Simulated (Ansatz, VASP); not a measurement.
# AlN in VASP and in Ansatz

The input INCAR:

```
SYSTEM = AlN
PREC = Accurate
ENCUT = 520
EDIFF = 1E-6
ISMEAR = 0
SIGMA = 0.05
LREAL = .FALSE.
LASPH = .TRUE.
NELM = 80
ALGO = Normal
ISIF = 2
LWAVE = .FALSE.
LCHARG = .FALSE.
GGA = PE
NBANDS = 11
```

The input KPOINTS:

```
regular mesh
0
G
  10 10 10
  0 0 0
```

Contents of POSCAR:

```
AlN
1.0
    0.0000000000      2.2195293472      2.2195293472
    2.2195293472      0.0000000000      2.2195293472
    2.2195293472      2.2195293472      0.0000000000
Al N
1 1
Direct
   -0.0045751888      0.0045751888      0.0045751888
    0.7588131387      0.7411868613      0.7411868613
```

Input for Ansatz:

```yaml
crystal:
  lattice:
    - [0.0, 2.2195293472, 2.2195293472]
    - [2.2195293472, 0.0, 2.2195293472]
    - [2.2195293472, 2.2195293472, 0.0]
  atoms:
    - { symbol: Al, position: [-0.0045751888, 0.0045751888, 0.0045751888] }
    - { symbol: "N", position: [0.7588131387, 0.7411868613, 0.7411868613] }
basis:
  ecutwfc: 520.0
kpoints:
  mp_grid: { grid: [10, 10, 10] }
hamiltonian:
  xc: pbe
  pseudopotentials: { kind: paw, azcp: { folder: soft_1 } }
scf:
  occupations: { method: gaussian, width: 0.05 }
output:
  forces: true
  stress: true
  eigenvalues: true
```

Change from the starting cell: mode 4 frozen in at -0.039 Å, equal normal strain along x, y and z +0.0083.

Alike in both runs: task single point; functional PBE; k mesh 10 × 10 × 10; occupations gaussian, width 0.05 eV; no spin polarisation.

|  | VASP | Ansatz |
| --- | --- | --- |
| version | VASP 6.6.1 | Ansatz 0.2.0 |
| potentials or method | VASP PAW PBE potentials, release 64 (Al, N), cutoff 520 eV | scalar-relativistic, plane waves, PAW |
| valence electrons in the cell | 8 | 8 |

|  | VASP | Ansatz | Ansatz less VASP |
| --- | --- | --- | --- |
| gap on the k mesh at the Fermi level (eV) | 3.14 | 3.14 | +0.006 |
| least direct gap on the mesh (eV) | 3.62 | 3.61 | -0.006 |
| pressure (GPa) | -4.4 | -4.2 | +0.20 |
| traceless stress, the component that is largest in VASP (GPa) | -2.97 | -2.97 | +0.007 |
| rms of the force components (eV/Å) | 0.436 | 0.435 | -0.0008 |

Atom by atom the forces differ by 0.001 eV/Å (rms over components). The functional is the same, so the differences come from potentials, cutoffs and numerics.
